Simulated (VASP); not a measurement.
# Bi (Im-3m) in VASP: notebook, part 2 of 2

VASP 6.6.1. Earlier steps stand in the parts before.

### 4 Single point, PBEsol

This run uses another cell than the first one, of 26.51 Å³/atom.

INCAR

```
SYSTEM = Bi
PREC = Accurate
ENCUT = 500
EDIFF = 1E-6
ISMEAR = 0
SIGMA = 0.05
LREAL = .FALSE.
LASPH = .TRUE.
NELM = 120
ALGO = Normal
ISIF = 2
LWAVE = .FALSE.
LCHARG = .FALSE.
GGA = PS
NBANDS = 14
GGA_COMPAT = .FALSE.
```

KPOINTS

```
regular mesh
0
G
  8 8 8
  0 0 0
```

POSCAR

```
Bi
1.0
   -1.8782621648      1.8782621648      1.8782621648
    1.8782621648     -1.8782621648      1.8782621648
    1.8782621648      1.8782621648     -1.8782621648
Bi
1
Direct
    0.0000000000      0.0000000000      0.0000000000
```

Launch:

```
$ cat potpaw_PBE.64/Bi_d/POTCAR > POTCAR
$ mpirun -np 1 vasp_std > vasp.out
```

Wall time 8.9 s (1 thread of AMD EPYC 7R43 (Zen 3), shared host); peak memory 0.1 GiB.

Results (log left out):

```yaml
Free_energy: -4.0977 eV
Pressure: 9.9 GPa
Band_gap_on_the_k_mesh: zero (an odd number of electrons rules out a gap without spin polarisation)
```

Levels at points of the mesh, in eV from the Fermi level:
| k point | band 5 | band 6 | band 7 | band 8 | band 9 | band 10 |
| --- | --- | --- | --- | --- | --- | --- |
| (0.00, 0.00, 0.00) | -22.85 | -14.72 | 6.44 | 6.44 | 6.44 | 10.52 |
| (0.50, 0.00, 0.00) | -22.71 | -10.67 | -6.04 | 1.95 | 3.92 | 6.66 |
| (0.50, 0.50, 0.50) | -22.74 | -7.75 | -2.14 | -2.14 | -2.14 | 3.43 |

Caveat: the cell stands under pressure; the PAW data sets were made with another functional, which shifts forces and pressure a little; spin-orbit coupling is left out, which moves the levels of the heavy elements.

### 5 Single point, PBEsol

This run uses another cell than the first one, of 29.91 Å³/atom.

INCAR

```
ALGO = Normal ; EDIFF = 1E-6
ENCUT = 500 ; GGA = PS
GGA_COMPAT = False ; ISIF = 2
ISMEAR = 0 ; LASPH = True
LCHARG = True ; LELF = True
LREAL = False ; LVHAR = True
LWAVE = False ; NBANDS = 14
NELM = 120 ; PREC = Accurate
SIGMA = 0.05
```

KPOINTS

```
k-points
0
Gamma
  8 8 8
```

POSCAR

```
Bi
1.0
   -1.9553734497      1.9553734497      1.9553734497
    1.9553734497     -1.9553734497      1.9553734497
    1.9553734497      1.9553734497     -1.9553734497
Bi
1
Direct
    0.0000000000      0.0000000000      0.0000000000
```

Potentials or basis: VASP PAW PBE potentials, release 64 (Bi_d).

Launch:

```
$ cat potpaw_PBE.64/Bi_d/POTCAR > POTCAR
$ mpirun -np 1 vasp_std > vasp.out
```

OUTCAR:

```text
EDIFF = 1E-6
   ENCUT = 500
   GGA = PS
   ISIF = 2
   ISMEAR = 0
   LASPH = True
   LREAL = False
   NELM = 120
   PREC = Accurate

 ion  position               nearest neighbor table
   1  0.000  0.000  0.000-

  LATTYP: Found a body centered cubic cell.
 ALAT       =     3.9107468994

  Lattice vectors:

 A1 = (  -1.9553734497,   1.9553734497,   1.9553734497)
 A2 = (   1.9553734497,  -1.9553734497,   1.9553734497)
 A3 = (   1.9553734497,   1.9553734497,  -1.9553734497)

Analysis of symmetry for initial positions (statically):
=====================================================================
 Subroutine PRICEL returns:
 Original cell was already a primitive cell.

 Routine SETGRP: Setting up the symmetry group for a
 body centered cubic supercell.

 Subroutine GETGRP returns: Found 48 space group operations
 (whereof 48 operations were pure point group operations)
 out of a pool of 48 trial point group operations.

The static configuration has the point symmetry O_h .

Analysis of symmetry for dynamics (positions and initial velocities):
=====================================================================
 Subroutine PRICEL returns:
 Original cell was already a primitive cell.

 Routine SETGRP: Setting up the symmetry group for a
 body centered cubic supercell.

 Subroutine GETGRP returns: Found 48 space group operations
 (whereof 48 operations were pure point group operations)
 out of a pool of 48 trial point group operations.

The dynamic configuration has the point symmetry O_h .

 Subroutine INISYM returns: Found 48 space group operations
 (whereof 48 operations are pure point group operations),
 and found     1 'primitive' translations

----------------------------------------------------------------------------------------

                                     Primitive cell

  volume of cell :      29.9054

  direct lattice vectors                    reciprocal lattice vectors
    -1.955373450  1.955373450  1.955373450     0.000000000  0.255705630  0.255705630
     1.955373450 -1.955373450  1.955373450     0.255705630  0.000000000  0.255705630
     1.955373450  1.955373450 -1.955373450     0.255705630  0.255705630  0.000000000

  length of vectors
     3.386806163  3.386806163  3.386806163     0.361622370  0.361622370  0.361622370

  position of ions in fractional coordinates (direct lattice)
     0.000000000  0.000000000  0.000000000

  ion indices of the primitive-cell ions
   primitive index   ion index
                 1           1

----------------------------------------------------------------------------------------

 KPOINTS: k-points

Automatic generation of k-mesh.
 Grid dimensions read from file:
 generate k-points for:    8    8    8

 Generating k-lattice:

  Cartesian coordinates                     Fractional coordinates (reciprocal lattice)
     0.000000000  0.031963204  0.031963204     0.125000000  0.000000000  0.000000000
     0.031963204  0.000000000  0.031963204     0.000000000  0.125000000  0.000000000
     0.031963204  0.031963204  0.000000000     0.000000000  0.000000000  0.125000000

  Length of vectors
     0.045202796  0.045202796  0.045202796

  Shift w.r.t. Gamma in fractional coordinates (k-lattice)
     0.000000000  0.000000000  0.000000000

 Subroutine IBZKPT returns following result:
 ===========================================

 Found     29 irreducible k-points:

 Following reciprocal coordinates:
            Coordinates               Weight
  0.000000  0.000000  0.000000      1.000000
  0.125000  0.000000  0.000000     12.000000
  0.250000  0.000000  0.000000     12.000000
  0.375000  0.000000  0.000000     12.000000
  0.500000  0.000000  0.000000      6.000000
  0.125000  0.125000  0.000000     24.000000
[... 16 lines left out ...]
 -0.250000  0.250000  0.250000      6.000000
 -0.375000  0.375000  0.250000     24.000000
 [... further k-points ...]
   k-points           NKPTS =     29   k-points in BZ     NKDIM =     29   number of bands    NBANDS=     14
   number of dos      NEDOS =    301   number of ions     NIONS =      1
   total plane-waves  NPLWV =  21952
   dimension x,y,z NGX =    28 NGY =   28 NGZ =   28
   dimension x,y,z NGXF=    56 NGYF=   56 NGZF=   56
   ions per type =               1
   NGX,Y,Z   is equivalent  to a cutoff of  13.74, 13.74, 13.74 a.u.
   NGXF,Y,Z  is equivalent  to a cutoff of  27.49, 27.49, 27.49 a.u.
 SYSTEM =  unknown system
   PREC   = accura    normal or accurate (medium, high low for compatibility)
   ISTART =      0    job   : 0-new  1-cont  2-samecut
   ICHARG =      2    charge: 1-file 2-atom 10-const
   ISPIN  =      1    spin polarized calculation?
   LNONCOLLINEAR =      F non collinear calculations
   LSORBIT =      F    spin-orbit coupling
   LASPH  =      T    aspherical Exc in radial PAW
   ENCUT  =  500.0 eV  36.75 Ry    6.06 a.u.   6.17  6.17  6.17*2*pi/ulx,y,z
   NELM   =    120;   NELMIN=  2; NELMDL= -5     # of ELM steps
   EDIFF  = 0.1E-05   stopping-criterion for ELM
   LREAL  =      F    real-space projection
   EDIFFG = 0.1E-04   stopping-criterion for IOM
   NSW    =      0    number of steps for IOM
   IBRION =     -1    ionic relax: 0-MD 1-quasi-New 2-CG
   NFREE  =      0    steps in history (QN), initial steepest desc. (CG)
   ISIF   =      2    stress and relaxation
   ISYM   =      2    0-nonsym 1-usesym 2-fastsym
   POTIM  = 0.5000    time-step for ionic-motion
   TEBEG  =    0.0;   TEEND  =   0.0 temperature during run
   PSTRESS=    0.0 pullay stress
   NELECT =      15.0000    total number of electrons
   NUPDOWN=      -1.0000    fix difference up-down
   EMIN   =  10.00;   EMAX   =-10.00  energy-range for DOS
   EFERMI =   0.00;   METHOD = LEGACY
   ISMEAR =     0;   SIGMA  =   0.05  broadening in eV -4-tet -1-fermi 0-gaus
   EFERMI_NEDOS =   21; number of points for ismear=-14 and -15
   IALGO  =     38    algorithm
   IMIX   =      4    mixing-type and parameters
     AMIX     =   0.40;   BMIX     =  1.00
     AMIX_MAG =   1.60;   BMIX_MAG =  1.00
  volume/ion in A,a.u.               =      29.91       201.81
  Fermi-wavevector in a.u.,A,eV,Ry     =   1.300735  2.458033 23.019859  1.691912
  Thomas-Fermi vector in A             =   2.431915
   LORBIT       =      0    0 simple, 1 ext, 2 COOP (PROOUT), +10 PAW based schemes
   GGA     = PS    functional components
   LHFCALC =     F    Hartree Fock is set to
   AEXX    =    0.0000 exact exchange contribution
   IVDW    =     0    specifies the selected vdW correction
   LEPSILON=     F    determine dielectric tensor
   LRPA    =     F    only Hartree local field effects (RPA)
 non-spin polarized calculation
 Gauss-broadening in eV      SIGMA  =   0.05
  energy-cutoff  :      500.00
  volume of cell :       29.91
 maximum number of plane-waves:       784
 NGX is ok and might be reduce to    28
   NGX = 13   NGY = 13   NGZ = 13

 number of electron      15.0000001 magnetization

 Free energy of the ion-electron system (eV)
  ---------------------------------------------------
  ext. energy  EPLUGINS =         0.00000000
  ---------------------------------------------------
  free energy    TOTEN  =        -4.19284609 eV

  energy without entropy =       -4.19142364  energy(sigma->0) =       -4.19213486

 E-fermi :   8.2546     XC(G=0): -10.6317

 val. band max:        8.1806129380   @ k =   0.2500   0.2500   0.1250
 cond. band min:       8.2642118581   @ k =  -0.2500   0.3750   0.1250
 fundamental gap:      0.0835989200
 Fermi energy:         8.2546270347

 k-point     1 :       0.0000    0.0000    0.0000
  band No.  band energies     occupation
      1     -14.7402      2.00000
      2     -14.7402      2.00000
      3     -14.7402      2.00000
      4     -14.5920      2.00000
      5     -14.5920      2.00000
      6      -5.5676      2.00000
      7      13.6565      0.00000
      8      13.6565      0.00000
      9      13.6565      0.00000
     10      17.8743      0.00000
     11      18.7347      0.00000
     12      18.7347      0.00000
     13      18.7347      0.00000
     14      20.2002      0.00000
[... 375 lines left out ...]
 k-point    24 :      -0.3750    0.3750    0.2500
  band No.  band energies     occupation
      1     -14.6998      2.00000
      2     -14.6617      2.00000
      3     -14.6506      2.00000
      4     -14.6032      2.00000
      5     -14.5467      2.00000
      6      -2.1152      2.00000
      7       5.4132      2.00000
      8       8.0915      2.00000
      9       8.7106      0.00000
     10      13.5865      0.00000
     11      17.7627      0.00000
     12      20.0717      0.00000
     13      20.0771      0.00000
     14      23.8849      0.00000

 [... further k-points ...]

------------------------ aborting loop because EDIFF is reached ----------------------------------------

  FORCE on cell =-STRESS in cart. coord.  units (eV):
  Direction    XX          YY          ZZ          XY          YZ          ZX
  --------------------------------------------------------------------------------------
  -------------------------------------------------------------------------------------
  Total       -0.0085221     -0.0085221     -0.0085221      0.0000000      0.0000000     -0.0000000
  in kB       -0.4565699     -0.4565699     -0.4565699      0.0000000      0.0000000     -0.0000000
  external PRESSURE =      -0.4565699 kB  Pullay stress =       0.0000000 kB

 VOLUME and BASIS-vectors are now :
 -----------------------------------------------------------------------------
  energy-cutoff  :      500.00
  volume of cell :       29.91
      direct lattice vectors                 reciprocal lattice vectors
    -1.955373450  1.955373450  1.955373450     0.000000000  0.255705630  0.255705630
     1.955373450 -1.955373450  1.955373450     0.255705630  0.000000000  0.255705630
     1.955373450  1.955373450 -1.955373450     0.255705630  0.255705630  0.000000000

 POSITION                                       TOTAL-FORCE (eV/Angst)
 -----------------------------------------------------------------------------------
      0.00000      0.00000      0.00000        -0.000000     -0.000000      0.000000
 -----------------------------------------------------------------------------------
    total drift:                               -0.000000      0.000000      0.000000

  FREE ENERGIE OF THE ION-ELECTRON SYSTEM (eV)
  ---------------------------------------------------
  free  energy   TOTEN  =        -4.1928460886 eV

  energy  without entropy=       -4.1914236406  energy(sigma->0) =       -4.19213486
```

OSZICAR:

```text
N       E                     dE             d eps       ncg     rms          rms(c)
DAV:   1     0.106865973669E+03    0.10687E+03   -0.74900E+03   820   0.120E+03
DAV:   2     0.156657266907E+01   -0.10530E+03   -0.10193E+03   872   0.321E+02
DAV:   3    -0.406942071972E+01   -0.56360E+01   -0.56137E+01  1010   0.737E+01
DAV:   4    -0.419644007218E+01   -0.12702E+00   -0.12700E+00  1034   0.118E+01
DAV:   5    -0.420213817319E+01   -0.56981E-02   -0.56979E-02  1120   0.227E+00    0.491E-01
DAV:   6    -0.419482239229E+01    0.73158E-02   -0.99684E-03  1098   0.143E+00    0.276E-01
DAV:   7    -0.419289229410E+01    0.19301E-02   -0.56481E-03  1040   0.106E+00    0.837E-02
DAV:   8    -0.419284785349E+01    0.44441E-04   -0.49963E-04  1042   0.335E-01    0.942E-03
DAV:   9    -0.419284631561E+01    0.15379E-05   -0.12794E-05  1158   0.485E-02    0.418E-03
DAV:  10    -0.419284608858E+01    0.22703E-06   -0.76964E-07   730   0.812E-03
   1 F= -.41928461E+01 E0= -.41921349E+01  d E =-.142245E-02
```

stdout:

```text
POSCAR found type information on POSCAR Bi
 POSCAR found :  1 types and       1 ions
 scaLAPACK will be used
 -----------------------------------------------------------------------------
|                                                                             |
|                                                                             |
|     You enforced a specific xc type in the INCAR file but a different       |
|     I HOPE YOU KNOW WHAT YOU ARE DOING!                                     |
|                                                                             |
 -----------------------------------------------------------------------------

 LDA part: xc-table for (Slater+PW92), standard interpolation
 POSCAR, INCAR and KPOINTS ok, starting setup
 FFT: planning ... GRIDC
 FFT: planning ... GRID_SOFT
 FFT: planning ... GRID
 WAVECAR not read
 entering main loop
```

It took 14 s on 1 thread of AMD EPYC 7R43 (Zen 3), shared host; peak memory 0.11 GiB.

Results:

```
Free energy            : -4.1928 eV
Pressure               : 0.0 GPa
Band gap on the k mesh : zero (an odd number of electrons rules out a gap without spin polarisation)
```

Levels at points of the mesh, in eV from the Fermi level:
```tsv
k point	band 4	band 5	band 6	band 7	band 8	band 9	band 10	band 11
(0.00, 0.00, 0.00)	-22.85	-22.85	-13.82	5.40	5.40	5.40	9.62	10.48
(0.50, 0.00, 0.00)	-22.85	-22.75	-10.54	-5.32	1.64	3.55	6.10	7.67
(0.50, 0.50, 0.50)	-22.77	-22.77	-8.26	-1.90	-1.90	-1.90	3.47	3.47
```

Caveat: the PAW data sets were made with another functional, which shifts forces and pressure a little; spin-orbit coupling is left out, which moves the levels of the heavy elements.

### 6 Overview

```tsv
cell	gap on the mesh (eV)	pressure (GPa)
a = 3.104 Å, angles 109.5°, 1 atom	none	30.0
a = 3.168 Å, angles 109.5°, 1 atom	none	19.9
a = 3.253 Å, angles 109.5°, 1 atom	none	9.9
a = 3.387 Å, angles 109.5°, 1 atom	none	0.0
```

Alike in all rows: task single point; level PBEsol; potentials or basis VASP PAW PBE potentials, release 64 (Bi_d); no spin polarisation; k mesh 8 × 8 × 8; cutoff (eV) 500; smearing gaussian 0.05 eV.

Caveats: the PAW data sets were made with another functional, which shifts forces and pressure a little; spin-orbit coupling is left out, which moves the levels of the heavy elements; the cell stands under pressure (at least some runs).

Absolute energies hang on the potentials; compare differences alone.

The gap in the log of VASP goes by the Fermi energy; the results here count the filled bands.